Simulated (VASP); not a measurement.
# As in VASP: further runs, part 2 of 3

VASP 6.6.1. Earlier steps stand in the parts before.

## (3) Single point, PBE

This run uses another cell than the first one, of 23.33 Å³/atom, 1.020 times its volume.

File INCAR:

```
SYSTEM = As
PREC     = Accurate       ! precision mode
ENCUT    = 520            ! plane-wave cutoff, eV
EDIFF    = 1E-6           ! SCF threshold, eV
ISMEAR   = -1             ! smearing method
SIGMA    = 0.05           ! smearing width, eV
LREAL    = .False.        ! projectors in reciprocal space
LASPH    = .True.         ! aspherical terms in the spheres
NELM     = 60             ! most SCF steps
ALGO     = Normal         ! electronic algorithm
ISIF     = 2              ! what is computed and relaxed
LWAVE    = .False.        ! write WAVECAR
LCHARG   = .False.        ! write CHGCAR
GGA      = PE             ! functional
NBANDS   = 18             ! bands
```

File KPOINTS:

```
regular mesh
0
Gamma
  8 8 6
  0 0 0
```

File POSCAR:

```
As
1.0
    1.8490159120     -5.5723767210      0.0000000000
    1.8490159120      5.5723767210      0.0000000000
    0.0000000000      0.0000000000      4.5288225351
As
4
Direct
    0.3900000000      0.6100000000      0.5600000000
    0.8900000000      0.1100000000      0.9400000000
    0.6100000000      0.3900000000      0.4400000000
    0.1100000000      0.8900000000      0.0600000000
```

Potentials or basis: VASP PAW PBE potentials, release 64 (As).

On the command line:

```sh
cat potpaw_PBE.64/As/POTCAR > POTCAR
mpirun -np 1 vasp_std > vasp.out
```

OUTCAR:

```text
SYSTEM = As
   PREC = Accurate
   ENCUT = 520
   EDIFF = 1E-6
   ISMEAR = -1
   LREAL = .False.
   LASPH = .True.
   NELM = 60
   ISIF = 2
   GGA = PE

 ion  position               nearest neighbor table
   1  0.390  0.610  0.560-   3 2.51   2 2.53   2 2.53
   2  0.890  0.110  0.940-   4 2.51   1 2.53   1 2.53
   3  0.610  0.390  0.440-   1 2.51   4 2.53   4 2.53
   4  0.110  0.890  0.060-   2 2.51   3 2.53   3 2.53

  LATTYP: Found a base centered orthorhombic cell.
 ALAT       =     3.6980318240
 B/A-ratio  =     3.0136986301
 C/A-ratio  =     1.2246575342

  Lattice vectors:

 A1 = (   1.8490159120,  -5.5723767210,   0.0000000000)
 A2 = (   1.8490159120,   5.5723767210,   0.0000000000)
 A3 = (   0.0000000000,   0.0000000000,   4.5288225351)

Analysis of symmetry for initial positions (statically):
=====================================================================
 Subroutine PRICEL returns:
 Original cell was already a primitive cell.

 Routine SETGRP: Setting up the symmetry group for a
 base centered orthorhombic supercell.

 Subroutine GETGRP returns: Found  8 space group operations
 (whereof  4 operations were pure point group operations)
 out of a pool of  8 trial point group operations.

The static configuration has the point symmetry C_2h.
 The point group associated with its full space group is D_2h.

Analysis of symmetry for dynamics (positions and initial velocities):
=====================================================================
 Subroutine PRICEL returns:
 Original cell was already a primitive cell.

 Routine SETGRP: Setting up the symmetry group for a
 base centered orthorhombic supercell.

 Subroutine GETGRP returns: Found  8 space group operations
 (whereof  4 operations were pure point group operations)
 out of a pool of  8 trial point group operations.

The dynamic configuration has the point symmetry C_2h.
 The point group associated with its full space group is D_2h.

 Subroutine INISYM returns: Found  8 space group operations
 (whereof  4 operations are pure point group operations),
 and found     1 'primitive' translations

----------------------------------------------------------------------------------------

                                     Primitive cell

  volume of cell :      93.3247

  direct lattice vectors                    reciprocal lattice vectors
     1.849015912 -5.572376721  0.000000000     0.270414114 -0.089728320  0.000000000
     1.849015912  5.572376721  0.000000000     0.270414114  0.089728320  0.000000000
     0.000000000  0.000000000  4.528822535     0.000000000  0.000000000  0.220807946

  length of vectors
     5.871136360  5.871136360  4.528822535     0.284912205  0.284912205  0.220807946

  position of ions in fractional coordinates (direct lattice)
     0.390000000  0.610000000  0.560000000
     0.890000000  0.110000000  0.940000000
     0.610000000  0.390000000  0.440000000
     0.110000000  0.890000000  0.060000000

  ion indices of the primitive-cell ions
   primitive index   ion index
                 1           1
                 2           2
                 3           3
                 4           4

[... 26 lines left out ...]
 Following reciprocal coordinates:
            Coordinates               Weight
  0.000000  0.000000  0.000000      1.000000
  0.125000 -0.000000  0.000000      4.000000
  0.250000 -0.000000  0.000000      4.000000
  0.375000 -0.000000  0.000000      4.000000
  0.500000 -0.000000  0.000000      2.000000
  0.125000  0.125000  0.000000      2.000000
[... 16 lines left out ...]
  0.125000 -0.000000  0.166667      8.000000
  0.250000 -0.000000  0.166667      8.000000
 [... further k-points ...]
   k-points           NKPTS =     84   k-points in BZ     NKDIM =     84   number of bands    NBANDS=     18
   number of dos      NEDOS =    301   number of ions     NIONS =      4
   total plane-waves  NPLWV =  82944
   dimension x,y,z NGX =    48 NGY =   48 NGZ =   36
   dimension x,y,z NGXF=    96 NGYF=   96 NGZF=   72
   ions per type =               4
   NGX,Y,Z   is equivalent  to a cutoff of  13.59, 13.59, 13.22 a.u.
   NGXF,Y,Z  is equivalent  to a cutoff of  27.18, 27.18, 26.43 a.u.
 SYSTEM =  As
   PREC   = accura    normal or accurate (medium, high low for compatibility)
   ISTART =      0    job   : 0-new  1-cont  2-samecut
   ICHARG =      2    charge: 1-file 2-atom 10-const
   ISPIN  =      1    spin polarized calculation?
   LNONCOLLINEAR =      F non collinear calculations
   LSORBIT =      F    spin-orbit coupling
   LASPH  =      T    aspherical Exc in radial PAW
   ENCUT  =  520.0 eV  38.22 Ry    6.18 a.u.  10.92 10.92  8.42*2*pi/ulx,y,z
   NELM   =     60;   NELMIN=  2; NELMDL= -5     # of ELM steps
   EDIFF  = 0.1E-05   stopping-criterion for ELM
   LREAL  =      F    real-space projection
   EDIFFG = 0.1E-04   stopping-criterion for IOM
   NSW    =      0    number of steps for IOM
   IBRION =     -1    ionic relax: 0-MD 1-quasi-New 2-CG
   NFREE  =      0    steps in history (QN), initial steepest desc. (CG)
   ISIF   =      2    stress and relaxation
   ISYM   =      2    0-nonsym 1-usesym 2-fastsym
   POTIM  = 0.5000    time-step for ionic-motion
   TEBEG  =    0.0;   TEEND  =   0.0 temperature during run
   PSTRESS=    0.0 pullay stress
   NELECT =      20.0000    total number of electrons
   NUPDOWN=      -1.0000    fix difference up-down
   EMIN   =  10.00;   EMAX   =-10.00  energy-range for DOS
   EFERMI =   0.00;   METHOD = LEGACY
   ISMEAR =    -1;   SIGMA  =   0.05  broadening in eV -4-tet -1-fermi 0-gaus
   EFERMI_NEDOS =   21; number of points for ismear=-14 and -15
   IALGO  =     38    algorithm
   IMIX   =      4    mixing-type and parameters
     AMIX     =   0.40;   BMIX     =  1.00
     AMIX_MAG =   1.60;   BMIX_MAG =  1.00
  volume/ion in A,a.u.               =      23.33       157.45
  Fermi-wavevector in a.u.,A,eV,Ry     =   0.979684  1.851334 13.058610  0.959781
  Thomas-Fermi vector in A             =   2.110556
   LORBIT       =      0    0 simple, 1 ext, 2 COOP (PROOUT), +10 PAW based schemes
   GGA     = PE    functional components
   LHFCALC =     F    Hartree Fock is set to
   AEXX    =    0.0000 exact exchange contribution
   IVDW    =     0    specifies the selected vdW correction
   LEPSILON=     F    determine dielectric tensor
   LRPA    =     F    only Hartree local field effects (RPA)
 non-spin polarized calculation
  energy-cutoff  :      520.00
  volume of cell :       93.32
 maximum number of plane-waves:      2536
 NGX is ok and might be reduce to    48
   NGX = 21   NGY = 21   NGZ = 17

 number of electron      19.9999999 magnetization

 Free energy of the ion-electron system (eV)
  ---------------------------------------------------
  ext. energy  EPLUGINS =         0.00000000
  ---------------------------------------------------
  free energy    TOTEN  =       -18.58878032 eV

  energy without entropy =      -18.58682844  energy(sigma->0) =      -18.58780438

 E-fermi :   4.4134     XC(G=0):  -9.5835

 val. band max:        4.3597632961   @ k =   0.5000   0.5000   0.3333
 cond. band min:       4.4864701981   @ k =   0.5000   0.3750   0.0000
 fundamental gap:      0.1267069020
 Fermi energy:         4.4133705159

 k-point     1 :       0.0000    0.0000    0.0000
  band No.  band energies     occupation
      1     -10.0336      2.00000
      2      -7.4102      2.00000
      3      -4.9221      2.00000
      4      -1.7650      2.00000
      5      -1.3655      2.00000
      6       0.3133      2.00000
[... 481 lines left out ...]
      5      -0.5805      2.00000
      6      -0.1187      2.00000
[... 10 lines left out ...]
     17      10.6356      0.00000
     18      11.8025      0.00000

 [... further k-points ...]

------------------------ aborting loop because EDIFF is reached ----------------------------------------

  FORCE on cell =-STRESS in cart. coord.  units (eV):
  Direction    XX          YY          ZZ          XY          YZ          ZX
  --------------------------------------------------------------------------------------
  -------------------------------------------------------------------------------------
  Total        0.6995285      0.2653049     -0.0294113      0.0000000     -0.0000000      0.0000000
  in kB       12.0093529      4.5546971     -0.5049275      0.0000000     -0.0000000      0.0000000
  external PRESSURE =       5.3530408 kB  Pullay stress =       0.0000000 kB

 VOLUME and BASIS-vectors are now :
 -----------------------------------------------------------------------------
  energy-cutoff  :      520.00
  volume of cell :       93.32
      direct lattice vectors                 reciprocal lattice vectors
     1.849015912 -5.572376721  0.000000000     0.270414114 -0.089728320  0.000000000
     1.849015912  5.572376721  0.000000000     0.270414114  0.089728320  0.000000000
     0.000000000  0.000000000  4.528822535     0.000000000  0.000000000  0.220807946

 POSITION                                       TOTAL-FORCE (eV/Angst)
 -----------------------------------------------------------------------------------
      1.84902      1.22592      2.53614         0.000000     -0.071984      0.199909
      1.84902     -4.34645      4.25709         0.000000     -0.071984     -0.199909
      1.84902     -1.22592      1.99268         0.000000      0.071984     -0.199909
      1.84902      4.34645      0.27173         0.000000      0.071984      0.199909
 -----------------------------------------------------------------------------------
    total drift:                               -0.000000      0.000000     -0.000000

  FREE ENERGIE OF THE ION-ELECTRON SYSTEM (eV)
  ---------------------------------------------------
  free  energy   TOTEN  =       -18.5887803156 eV

  energy  without entropy=      -18.5868284431  energy(sigma->0) =      -18.58780438
```

Run time: 90 s. Hardware: 1 thread of Intel Xeon Platinum 8488C (Sapphire Rapids), shared host; peak memory 0.32 GiB.

What came out:

```yaml
Free_energy: -18.5888 eV
Pressure: 0.5 GPa
Largest_force: 0.212 eV/Å
Band_gap_on_the_k_mesh: 0.13 eV, indirect (least direct gap 0.20 eV)
```

Forces on the atoms (eV/Å):
```
As   0.000 -0.072  0.200
As   0.000 -0.072 -0.200
As   0.000  0.072 -0.200
As   0.000  0.072  0.200
```

A k mesh can miss the band edges.

(Continued in part 3 of 3.)
